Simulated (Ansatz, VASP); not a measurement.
AlRu: VASP beside Ansatz

The input INCAR:

```
SYSTEM = AlRu
ALGO = Normal ; EDIFF = 1E-6
EDIFFG = -0.01 ; ENCUT = 600
GGA = RE ; IBRION = 2
ISIF = 3 ; ISMEAR = -1
IVDW = 12 ; LASPH = .True.
LCHARG = .False. ; LREAL = .False.
LWAVE = .False. ; NELM = 100
NSW = 60 ; PREC = Accurate
SIGMA = 0.05
```

Contents of KPOINTS:

```
k-points
0
Gamma
  9 9 9
  0 0 0
```

File POSCAR:

```
AlRu
1.0
    2.9916000000      0.0000000000      0.0000000000
    0.0000000000      2.9916000000      0.0000000000
    0.0000000000      0.0000000000      2.9916000000
Ru Al
1 1
Direct
    0.5000000000      0.5000000000      0.5000000000
    0.0000000000      0.0000000000      0.0000000000
```

File input.yaml:

```yaml
crystal:
  lattice:
    - [2.9916, 0.0, 0.0]
    - [0.0, 2.9916, 0.0]
    - [0.0, 0.0, 2.9916]
  atoms:
    - { symbol: Ru, position: [0.5, 0.5, 0.5] }
    - { symbol: Al, position: [0.0, 0.0, 0.0] }
hamiltonian:
  xc: revpbe
  pseudopotentials: { kind: paw }
  dispersion: d3bj
kpoints:
  mp_grid: { grid: [9, 9, 9] }
scf:
  occupations: { method: fermi_dirac, width: 0.05 }
output:
  forces: true
  stress: true
  eigenvalues: true
relax:
  f_tol: 0.01
  max_steps: 40
  cell: { stress_tol: 0.05 }
```

Alike in both runs: task relaxation of cell and atoms; functional revPBE; dispersion D3(BJ); k mesh 9 × 9 × 9; occupations fermi-dirac, width 0.05 eV; no spin polarisation.

```csv
,VASP,Ansatz
version,VASP 6.6.1,Ansatz 0.2.0
potentials or method,"VASP PAW PBE potentials, release 64 (Ru_pv, Al)",Ansatz PAW
plane-wave cutoff (eV),600,420
valence electrons in the cell,17,19
```

```csv
,VASP,Ansatz,Ansatz less VASP
"gap on the k mesh at the Fermi level, each at its own relaxed structure (eV)",none,none,-
relaxed volume (Å³/atom),12.94,12.94,+0.005
relaxed cell length with the largest relative difference (Å),2.958,2.958,+0.0004
```

VASP's potentials were made for PBE, not for revPBE. A gap of «none» marks a metal or a gap that the smearing closes. VASP's potentials hold 17 valence electrons a cell and Ansatz's 19, so a difference there can come from the potentials and not from the codes.

Noted on Ansatz's run: the plane-wave basis is chosen anew once the cell has moved, so the energies of steps on either side of that aren't comparable.
